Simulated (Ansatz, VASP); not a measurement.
**WS2: VASP beside Ansatz**

File INCAR:

```
SYSTEM = WS2
  PREC = Accurate
  ENCUT = 520
  EDIFF = 1E-7
  ISMEAR = 0
  SIGMA = 0.05
  LREAL = .FALSE.
  LASPH = .TRUE.
  NELM = 80
  ALGO = Normal
  ISIF = 2
  LWAVE = .FALSE.
  LCHARG = .TRUE.
  GGA = PS
  LELF = .TRUE.
  LVHAR = .TRUE.
  NBANDS = 35
```

The input KPOINTS:

```
regular mesh
0
G
  12 12 2
  0 0 0
```

POSCAR

```
WS2
1.0
    3.4011953004      0.0000000000      0.0000000000
   -1.7005976502      2.9455215334      0.0000000000
    0.0000000000      0.0000000000     22.5876781095
W S
2 4
Direct
    0.3333333333      0.6666666667      0.6345659624
    0.6666666667      0.3333333333      0.3654340376
    0.3333333333      0.6666666667      0.2989660749
    0.6666666667      0.3333333333      0.5680485953
    0.3333333333      0.6666666667      0.4319514047
    0.6666666667      0.3333333333      0.7010339251
```

Input for Ansatz:

```yaml
crystal:
  lattice:
    - [3.4011953004, 0.0, 0.0]
    - [-1.7005976502, 2.9455215334, 0.0]
    - [0.0, 0.0, 22.5876781095]
  atoms:
    - { symbol: W, position: [0.3333333333, 0.6666666667, 0.6345659624] }
    - { symbol: W, position: [0.6666666667, 0.3333333333, 0.3654340376] }
    - { symbol: S, position: [0.3333333333, 0.6666666667, 0.2989660749] }
    - { symbol: S, position: [0.6666666667, 0.3333333333, 0.5680485953] }
    - { symbol: S, position: [0.3333333333, 0.6666666667, 0.4319514047] }
    - { symbol: S, position: [0.6666666667, 0.3333333333, 0.7010339251] }
basis:
  ecutwfc: 420
kpoints:
  mp_grid: { grid: [12, 12, 2] }
hamiltonian:
  xc: pbesol
  pseudopotentials: { kind: paw, azcp: { folder: soft_1 } }
scf:
  occupations: { method: gaussian, width: 0.05 }
output:
  forces: true
  stress: true
  eigenvalues: true
```

Alike in both runs: task single point; functional PBEsol; k mesh 12 × 12 × 2; occupations gaussian, width 0.05 eV; no spin polarisation.

|  | VASP | Ansatz |
| --- | --- | --- |
| version | VASP 6.6.1 | Ansatz 0.2.0 |
| potentials or method | VASP PAW PBE potentials, release 64 (W_sv, S), cutoff 520 eV | scalar-relativistic, plane waves, PAW |
| valence electrons in the cell | 52 | 52 |

```csv
,VASP,Ansatz,Ansatz less VASP
gap on the k mesh at the Fermi level (eV),0.16,0.14,-0.014
least direct gap on the mesh (eV),1.12,1.12,-0.001
rms of the force components (eV/Å),0.150,0.157,+0.0078
```

VASP's potentials were made for PBE, not for PBEsol, and Ansatz warns of the same on its side. Atom by atom the forces differ by 0.008 eV/Å (rms over components). With one functional, cell and mesh, what is left measures potentials, basis and numerics.

Spin-orbit coupling is off throughout.
